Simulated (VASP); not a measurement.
# SrTiO3 (Pm-3m) in VASP: a series of runs

SrTiO3 is run at these levels: PBE, LDA, PBEsol, r2SCAN; tasks: electric field gradients.

All numbers are computed with VASP 6.6.1; they aren't measurements. Logs are shortened: lines on timing, memory, paths and dates and some standing lists are left out, and cuts for length are marked.

### Step 1. The cell of the first run

The structure is cubic, space group Pm-3m (No. 221). The conventional cell has a = 3.905 Å, b = 3.905 Å, c = 3.905 Å, α = 90.00°, β = 90.00°, γ = 90.00°. Sr (site symmetry m-3m) has 12 O at 2.76 Å and 8 Ti at 3.38 Å within 3.6 Å. Ti (site symmetry m-3m) has 6 O at 1.95 Å within 2.6 Å. O (site symmetry 4/mmm) has 2 Ti at 1.95 Å within 2.6 Å.

### Step 2. Electric field gradients, PBE

INCAR

```
PREC = Accurate
ENCUT = 520
EDIFF = 1E-8
ISMEAR = -1
SIGMA = 0.02
LREAL = F
LASPH = T
NELM = 120
ALGO = Normal
ISIF = 2
LWAVE = F
LCHARG = F
GGA = PE
LEFG = T
NBANDS = 28
GGA_COMPAT = F
```

KPOINTS

```
Automatic mesh
0
Gamma
  8 8 8
```

POSCAR

```
SrTiO3
1.0
    3.9050000000      0.0000000000      0.0000000000
    0.0000000000      3.9050000000      0.0000000000
    0.0000000000      0.0000000000      3.9050000000
Sr Ti O
1 1 3
Direct
    0.0000000000      0.0000000000      0.0000000000
    0.5000000000      0.5000000000      0.5000000000
    0.0000000000      0.5000000000      0.5000000000
    0.5000000000      0.0000000000      0.5000000000
    0.5000000000      0.5000000000      0.0000000000
```

Potentials or basis: VASP PAW PBE potentials, release 64 (Sr_sv, Ti_sv, O).

Launch:

```console
cat potpaw_PBE.64/Sr_sv/POTCAR potpaw_PBE.64/Ti_sv/POTCAR potpaw_PBE.64/O/POTCAR > POTCAR
mpirun -np 1 vasp_std > vasp.out
```

OUTCAR:

```text
PREC = Accurate
   ENCUT = 520
   EDIFF = 1E-8
   ISMEAR = -1
   LREAL = F
   LASPH = T
   NELM = 120
   ISIF = 2
   GGA = PE

 ion  position               nearest neighbor table
   1  0.000  0.000  0.000-   3 2.76   4 2.76   5 2.76   3 2.76   4 2.76   3 2.76   5 2.76   3 2.76
                             4 2.76   5 2.76   4 2.76   5 2.76   2 3.38   2 3.38   2 3.38   2 3.38
   2  0.500  0.500  0.500-   3 1.95   4 1.95   5 1.95   5 1.95   4 1.95   3 1.95   1 3.38   1 3.38
                             1 3.38   1 3.38   1 3.38   1 3.38   1 3.38   1 3.38
   3  0.000  0.500  0.500-   2 1.95   2 1.95   1 2.76   1 2.76   1 2.76   1 2.76
   4  0.500  0.000  0.500-   2 1.95   2 1.95   1 2.76   1 2.76   1 2.76   1 2.76
   5  0.500  0.500  0.000-   2 1.95   2 1.95   1 2.76   1 2.76   1 2.76   1 2.76

  LATTYP: Found a simple cubic cell.
 ALAT       =     3.9050000000

  Lattice vectors:

 A1 = (   3.9050000000,   0.0000000000,   0.0000000000)
 A2 = (   0.0000000000,   3.9050000000,   0.0000000000)
 A3 = (   0.0000000000,   0.0000000000,   3.9050000000)

Analysis of symmetry for initial positions (statically):
=====================================================================
 Subroutine PRICEL returns:
 Original cell was already a primitive cell.

 Routine SETGRP: Setting up the symmetry group for a
 simple cubic supercell.

 Subroutine GETGRP returns: Found 48 space group operations
 (whereof 48 operations were pure point group operations)
 out of a pool of 48 trial point group operations.

The static configuration has the point symmetry O_h .

Analysis of symmetry for dynamics (positions and initial velocities):
=====================================================================
 Subroutine PRICEL returns:
 Original cell was already a primitive cell.

 Routine SETGRP: Setting up the symmetry group for a
 simple cubic supercell.

 Subroutine GETGRP returns: Found 48 space group operations
 (whereof 48 operations were pure point group operations)
 out of a pool of 48 trial point group operations.

The dynamic configuration has the point symmetry O_h .

 Subroutine INISYM returns: Found 48 space group operations
 (whereof 48 operations are pure point group operations),
 and found     1 'primitive' translations

----------------------------------------------------------------------------------------

                                     Primitive cell

  volume of cell :      59.5474

  direct lattice vectors                    reciprocal lattice vectors
     3.905000000  0.000000000  0.000000000     0.256081946  0.000000000  0.000000000
     0.000000000  3.905000000  0.000000000     0.000000000  0.256081946  0.000000000
     0.000000000  0.000000000  3.905000000     0.000000000  0.000000000  0.256081946

  length of vectors
     3.905000000  3.905000000  3.905000000     0.256081946  0.256081946  0.256081946

  position of ions in fractional coordinates (direct lattice)
     0.000000000  0.000000000  0.000000000
     0.500000000  0.500000000  0.500000000
     0.000000000  0.500000000  0.500000000
     0.500000000  0.000000000  0.500000000
     0.500000000  0.500000000  0.000000000

  ion indices of the primitive-cell ions
   primitive index   ion index
                 1           1
                 2           2
                 3           3
                 4           4
                 5           5

----------------------------------------------------------------------------------------

 KPOINTS: Automatic mesh

Automatic generation of k-mesh.
 Grid dimensions read from file:
 generate k-points for:    8    8    8

 Generating k-lattice:

  Cartesian coordinates                     Fractional coordinates (reciprocal lattice)
     0.032010243  0.000000000  0.000000000     0.125000000  0.000000000  0.000000000
     0.000000000  0.032010243  0.000000000     0.000000000  0.125000000  0.000000000
     0.000000000  0.000000000  0.032010243     0.000000000  0.000000000  0.125000000

[... 45 lines left out ...]
   NGXF,Y,Z  is equivalent  to a cutoff of  25.54, 25.54, 25.54 a.u.
 SYSTEM =  unknown system
   PREC   = accura    normal or accurate (medium, high low for compatibility)
   ISTART =      0    job   : 0-new  1-cont  2-samecut
   ICHARG =      2    charge: 1-file 2-atom 10-const
   ISPIN  =      1    spin polarized calculation?
   LNONCOLLINEAR =      F non collinear calculations
   LSORBIT =      F    spin-orbit coupling
   LASPH  =      T    aspherical Exc in radial PAW
   ENCUT  =  520.0 eV  38.22 Ry    6.18 a.u.   7.26  7.26  7.26*2*pi/ulx,y,z
   NELM   =    120;   NELMIN=  2; NELMDL= -5     # of ELM steps
   EDIFF  = 0.1E-07   stopping-criterion for ELM
   LREAL  =      F    real-space projection
   EDIFFG = 0.1E-06   stopping-criterion for IOM
   NSW    =      0    number of steps for IOM
   IBRION =     -1    ionic relax: 0-MD 1-quasi-New 2-CG
   NFREE  =      0    steps in history (QN), initial steepest desc. (CG)
   ISIF   =      2    stress and relaxation
   ISYM   =      2    0-nonsym 1-usesym 2-fastsym
   POTIM  = 0.5000    time-step for ionic-motion
   TEBEG  =    0.0;   TEEND  =   0.0 temperature during run
   PSTRESS=    0.0 pullay stress
   NELECT =      40.0000    total number of electrons
   NUPDOWN=      -1.0000    fix difference up-down
   EMIN   =  10.00;   EMAX   =-10.00  energy-range for DOS
   EFERMI =   0.00;   METHOD = LEGACY
   ISMEAR =    -1;   SIGMA  =   0.02  broadening in eV -4-tet -1-fermi 0-gaus
   EFERMI_NEDOS =   21; number of points for ismear=-14 and -15
   IALGO  =     38    algorithm
   IMIX   =      4    mixing-type and parameters
     AMIX     =   0.40;   BMIX     =  1.00
     AMIX_MAG =   1.60;   BMIX_MAG =  1.00
  volume/ion in A,a.u.               =      11.91        80.37
  Fermi-wavevector in a.u.,A,eV,Ry     =   1.433751  2.709397 27.968714  2.055642
  Thomas-Fermi vector in A             =   2.553235
   LORBIT       =      0    0 simple, 1 ext, 2 COOP (PROOUT), +10 PAW based schemes
   GGA     = PE    functional components
   LHFCALC =     F    Hartree Fock is set to
   AEXX    =    0.0000 exact exchange contribution
   IVDW    =     0    specifies the selected vdW correction
   LEPSILON=     F    determine dielectric tensor
   LRPA    =     F    only Hartree local field effects (RPA)
 non-spin polarized calculation
  energy-cutoff  :      520.00
  volume of cell :       59.55
 maximum number of plane-waves:      1628
 NGX is ok and might be reduce to    30
   NGX = 15   NGY = 15   NGZ = 15

 number of electron      40.0000005 magnetization

 Free energy of the ion-electron system (eV)
  ---------------------------------------------------
  ext. energy  EPLUGINS =         0.00000000
  ---------------------------------------------------
  free energy    TOTEN  =       -40.07660037 eV

  energy without entropy =      -40.07660037  energy(sigma->0) =      -40.07660037

 E-fermi :   4.6879     XC(G=0): -11.2709

 val. band max:        4.1652578489   @ k =   0.5000   0.5000   0.5000
 cond. band min:       6.0215001011   @ k =   0.0000   0.0000   0.0000
 fundamental gap:      1.8562422522
 Fermi energy:         4.6879405672

 k-point     1 :       0.0000    0.0000    0.0000
  band No.  band energies     occupation
      1     -52.2989      2.00000
      2     -28.6245      2.00000
      3     -28.5452      2.00000
      4     -28.5452      2.00000
      5     -28.5452      2.00000
      6     -13.2632      2.00000
[... 733 lines left out ...]
     27      12.4044      0.00000
     28      12.9139      0.00000

 [... further k-points ...]
[... 5 lines left out ...]
  --------------------------------------------------------------------------------------
  -------------------------------------------------------------------------------------
  Total        1.8509084      1.8509084      1.8509084      0.0000000     -0.0000000      0.0000000
  in kB       49.8003508     49.8003508     49.8003508      0.0000000     -0.0000000      0.0000000
  external PRESSURE =      49.8003508 kB  Pullay stress =       0.0000000 kB

 VOLUME and BASIS-vectors are now :
 -----------------------------------------------------------------------------
  energy-cutoff  :      520.00
  volume of cell :       59.55
      direct lattice vectors                 reciprocal lattice vectors
     3.905000000  0.000000000  0.000000000     0.256081946  0.000000000  0.000000000
     0.000000000  3.905000000  0.000000000     0.000000000  0.256081946  0.000000000
     0.000000000  0.000000000  3.905000000     0.000000000  0.000000000  0.256081946

 POSITION                                       TOTAL-FORCE (eV/Angst)
 -----------------------------------------------------------------------------------
      0.00000      0.00000      0.00000         0.000000      0.000000      0.000000
      1.95250      1.95250      1.95250         0.000000      0.000000      0.000000
      0.00000      1.95250      1.95250         0.000000      0.000000      0.000000
      1.95250      0.00000      1.95250         0.000000      0.000000      0.000000
      1.95250      1.95250      0.00000         0.000000      0.000000      0.000000
 -----------------------------------------------------------------------------------
    total drift:                                0.000000      0.000000     -0.000000

  FREE ENERGIE OF THE ION-ELECTRON SYSTEM (eV)
  ---------------------------------------------------
  free  energy   TOTEN  =       -40.0766003675 eV

  energy  without entropy=      -40.0766003675  energy(sigma->0) =      -40.07660037

 Electric field gradients (V/A^2)
---------------------------------------------------------------------
 ion       V_xx      V_yy      V_zz      V_xy      V_xz      V_yz
---------------------------------------------------------------------
   1      -0.000    -0.000    -0.000    -0.000    -0.000    -0.000
   2      -0.000    -0.000     0.000     0.000    -0.000    -0.000
   3      11.436    -5.718    -5.718    -0.000    -0.000    -0.000
   4      -5.718    11.436    -5.718    -0.000    -0.000    -0.000
   5      -5.718    -5.718    11.436    -0.000     0.000    -0.000
---------------------------------------------------------------------

 Electric field gradients after diagonalization (V/A^2)
 (convention: |V_zz| > |V_xx| > |V_yy|)
----------------------------------------------------------------------
 ion       V_xx      V_yy      V_zz     asymmetry (V_yy - V_xx)/ V_zz
----------------------------------------------------------------------
   1      -0.000    -0.000    -0.000      -0.122
   2      -0.000    -0.000     0.000       0.355
   3      -5.718    -5.718    11.436       0.000
   4      -5.718    -5.718    11.436       0.000
   5      -5.718    -5.718    11.436       0.000
----------------------------------------------------------------------

           NMR quadrupolar parameters

 Cq : quadrupolar parameter    Cq=e*Q*V_zz/h
 eta: asymmetry parameters     (V_yy - V_xx)/ V_zz
 Q  : nuclear electric quadrupole moment in mb (millibarn)
----------------------------------------------------------------------
 ion       Cq(MHz)       eta       Q (mb)
----------------------------------------------------------------------
   1      -0.000      -0.122       1.000
   2       0.000       0.355       1.000
   3       0.028       0.000       1.000
   4       0.028       0.000       1.000
   5       0.028       0.000       1.000
----------------------------------------------------------------------
```

Run time: 40 s. Hardware: 1 thread of AMD EPYC 9R45 (Zen 5), shared host; peak memory 0.18 GiB.

What came out:

| Property | Result |
| --- | --- |
| Free energy | -40.0766 eV |
| Pressure | 5.0 GPa |
| Band gap on the k mesh | 1.86 eV, indirect (least direct gap 2.21 eV) |

Electric field gradients, principal values (V/Å²):
```tsv
atom	least	middle	greatest (by size)
1 Sr	0.000	0.000	0.000
2 Ti	0.000	0.000	0.000
3 O	-5.718	-5.718	11.436
4 O	-5.718	-5.718	11.436
5 O	-5.718	-5.718	11.436
```

Caveat: without QUAD_EFG the Cq values of the log hold for a quadrupole moment of 1 mb, not for the nuclei.

### Step 3. Electric field gradients, LDA

INCAR: that of step 2 with these lines changed.

```diff
@@ -12,3 +12,2 @@
 LCHARG = F
-GGA = PE
 LEFG = T
```

KPOINTS

```
regular mesh
0
Gamma
  8 8 8
```

POSCAR is that of step 2.

Potentials or basis: VASP PAW LDA potentials, release 64 (Sr_sv, Ti_sv, O).

Launch:

```console
cat potpaw_LDA.64/Sr_sv/POTCAR potpaw_LDA.64/Ti_sv/POTCAR potpaw_LDA.64/O/POTCAR > POTCAR
mpirun -np 1 vasp_std > vasp.out
```

OUTCAR:

```text
PREC = Accurate
   ENCUT = 520
   EDIFF = 1E-8
   ISMEAR = -1
   LREAL = F
   LASPH = T
   NELM = 120
   ISIF = 2

 ion  position               nearest neighbor table
   1  0.000  0.000  0.000-   3 2.76   4 2.76   5 2.76   3 2.76   4 2.76   3 2.76   5 2.76   3 2.76
                             4 2.76   5 2.76   4 2.76   5 2.76   2 3.38   2 3.38   2 3.38   2 3.38
   2  0.500  0.500  0.500-   3 1.95   4 1.95   5 1.95   5 1.95   4 1.95   3 1.95   1 3.38   1 3.38
                             1 3.38   1 3.38   1 3.38   1 3.38   1 3.38   1 3.38
   3  0.000  0.500  0.500-   2 1.95   2 1.95   1 2.76   1 2.76   1 2.76   1 2.76
   4  0.500  0.000  0.500-   2 1.95   2 1.95   1 2.76   1 2.76   1 2.76   1 2.76
   5  0.500  0.500  0.000-   2 1.95   2 1.95   1 2.76   1 2.76   1 2.76   1 2.76

  LATTYP: Found a simple cubic cell.
 ALAT       =     3.9050000000

  Lattice vectors:

 A1 = (   3.9050000000,   0.0000000000,   0.0000000000)
 A2 = (   0.0000000000,   3.9050000000,   0.0000000000)
 A3 = (   0.0000000000,   0.0000000000,   3.9050000000)

Analysis of symmetry for initial positions (statically):
=====================================================================
 Subroutine PRICEL returns:
 Original cell was already a primitive cell.

 Routine SETGRP: Setting up the symmetry group for a
 simple cubic supercell.

 Subroutine GETGRP returns: Found 48 space group operations
 (whereof 48 operations were pure point group operations)
 out of a pool of 48 trial point group operations.

The static configuration has the point symmetry O_h .

Analysis of symmetry for dynamics (positions and initial velocities):
=====================================================================
 Subroutine PRICEL returns:
 Original cell was already a primitive cell.

[... 920 lines left out ...]
  Total       -2.3445076     -2.3445076     -2.3445076     -0.0000000     -0.0000000     -0.0000000
  in kB      -63.0810792    -63.0810792    -63.0810792     -0.0000000     -0.0000000     -0.0000000
  external PRESSURE =     -63.0810792 kB  Pullay stress =       0.0000000 kB

 VOLUME and BASIS-vectors are now :
 -----------------------------------------------------------------------------
  energy-cutoff  :      520.00
  volume of cell :       59.55
      direct lattice vectors                 reciprocal lattice vectors
     3.905000000  0.000000000  0.000000000     0.256081946  0.000000000  0.000000000
     0.000000000  3.905000000  0.000000000     0.000000000  0.256081946  0.000000000
     0.000000000  0.000000000  3.905000000     0.000000000  0.000000000  0.256081946

 POSITION                                       TOTAL-FORCE (eV/Angst)
 -----------------------------------------------------------------------------------
      0.00000      0.00000      0.00000         0.000000      0.000000      0.000000
      1.95250      1.95250      1.95250         0.000000      0.000000      0.000000
      0.00000      1.95250      1.95250         0.000000      0.000000      0.000000
      1.95250      0.00000      1.95250         0.000000      0.000000      0.000000
      1.95250      1.95250      0.00000         0.000000      0.000000      0.000000
 -----------------------------------------------------------------------------------
    total drift:                                0.000000      0.000000     -0.000000

  FREE ENERGIE OF THE ION-ELECTRON SYSTEM (eV)
  ---------------------------------------------------
  free  energy   TOTEN  =       -44.1399508305 eV

  energy  without entropy=      -44.1399508305  energy(sigma->0) =      -44.13995083

 Electric field gradients (V/A^2)
---------------------------------------------------------------------
 ion       V_xx      V_yy      V_zz      V_xy      V_xz      V_yz
---------------------------------------------------------------------
   1       0.000     0.000    -0.000     0.000     0.000    -0.000
   2      -0.000     0.000     0.000    -0.000    -0.000     0.000
   3       7.467    -3.733    -3.733     0.000     0.000    -0.000
   4      -3.733     7.467    -3.733    -0.000    -0.000    -0.000
   5      -3.733    -3.733     7.467    -0.000     0.000     0.000
---------------------------------------------------------------------

 Electric field gradients after diagonalization (V/A^2)
 (convention: |V_zz| > |V_xx| > |V_yy|)
----------------------------------------------------------------------
 ion       V_xx      V_yy      V_zz     asymmetry (V_yy - V_xx)/ V_zz
----------------------------------------------------------------------
   1       0.000     0.000    -0.000       0.016
   2      -0.000     0.000     0.000       0.201
   3      -3.733    -3.733     7.467       0.000
   4      -3.733    -3.733     7.467       0.000
   5      -3.733    -3.733     7.467       0.000
----------------------------------------------------------------------

           NMR quadrupolar parameters

 Cq : quadrupolar parameter    Cq=e*Q*V_zz/h
 eta: asymmetry parameters     (V_yy - V_xx)/ V_zz
 Q  : nuclear electric quadrupole moment in mb (millibarn)
----------------------------------------------------------------------
 ion       Cq(MHz)       eta       Q (mb)
----------------------------------------------------------------------
   1      -0.000       0.016       1.000
   2       0.000       0.201       1.000
   3       0.018       0.000       1.000
   4       0.018       0.000       1.000
   5       0.018       0.000       1.000
----------------------------------------------------------------------
```

OSZICAR:

```text
N       E                     dE             d eps       ncg     rms          rms(c)
DAV:   1     0.421382185869E+03    0.42138E+03   -0.21453E+04  1960   0.158E+03
DAV:   2    -0.729988146846E+01   -0.42868E+03   -0.40928E+03  2168   0.438E+02
[... 10 lines left out ...]
DAV:  13    -0.441399752076E+02   -0.19071E-04   -0.41615E-04  2624   0.203E-01    0.514E-02
DAV:  14    -0.441399545021E+02    0.20706E-04   -0.51760E-05  2532   0.696E-02    0.205E-02
DAV:  15    -0.441399511396E+02    0.33625E-05   -0.26520E-05  2932   0.347E-02    0.954E-03
DAV:  16    -0.441399508341E+02    0.30551E-06   -0.30881E-06  2224   0.211E-02    0.193E-03
DAV:  17    -0.441399508673E+02   -0.33197E-07   -0.19527E-07  2752   0.273E-03    0.198E-03
DAV:  18    -0.441399508315E+02    0.35719E-07   -0.13076E-07  2280   0.285E-03    0.682E-04
DAV:  19    -0.441399508305E+02    0.10205E-08   -0.11079E-08  1456   0.116E-03
   1 F= -.44139951E+02 E0= -.44139951E+02  d E =-.275477E-14
```

It took 37 s on 1 thread of AMD EPYC 9R45 (Zen 5), shared host; peak memory 0.16 GiB.

Results:

```yaml
Free_energy: -44.1400 eV
Pressure: -6.3 GPa
Band_gap_on_the_k_mesh: 1.75 eV, indirect (least direct gap 2.11 eV)
```

Electric field gradients, principal values (V/Å²):
```tsv
atom	least	middle	greatest (by size)
1 Sr	0.000	0.000	0.000
2 Ti	0.000	0.000	0.000
3 O	-3.733	-3.733	7.467
4 O	-3.733	-3.733	7.467
5 O	-3.733	-3.733	7.467
```

Caveat: without QUAD_EFG the Cq values of the log hold for a quadrupole moment of 1 mb, not for the nuclei.

(Part 1 of 2 ends here.)
